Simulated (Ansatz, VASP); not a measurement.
**One calculation of HgTe, two programs**

```
Hg Te
1.0
     0.00000    2.88202    2.88202
     2.88202    0.00000    2.88202
     2.88202    2.88202    0.00000
Hg Te
1 1
Direct
  0.00000 0.00000 0.00000
  0.50000 0.50000 0.50000
```

Change from the starting cell: volume scaled by 0.96, crystal datasets.

Alike in both runs: task electric field gradients; functional PBEsol; k mesh 12 × 12 × 12; occupations fermi-dirac, width 0.08 eV; no spin polarisation.

|  | VASP | Ansatz |
| --- | --- | --- |
| version | VASP 6.6.1 | Ansatz 0.2.0 |
| potentials or method | VASP PAW PBE potentials, release 64 (Hg, Te), cutoff 520 eV | all-electron PAW with datasets made for the crystal, scalar-relativistic |

|  | VASP | Ansatz | Ansatz less VASP |
| --- | --- | --- | --- |
| pressure (GPa) | 10.5 | 10.1 | -0.38 |

VASP's potentials were made for PBE, not for PBEsol. Ansatz ran all-electron here, and VASP with PAW potentials.

Spin-orbit coupling is off throughout.
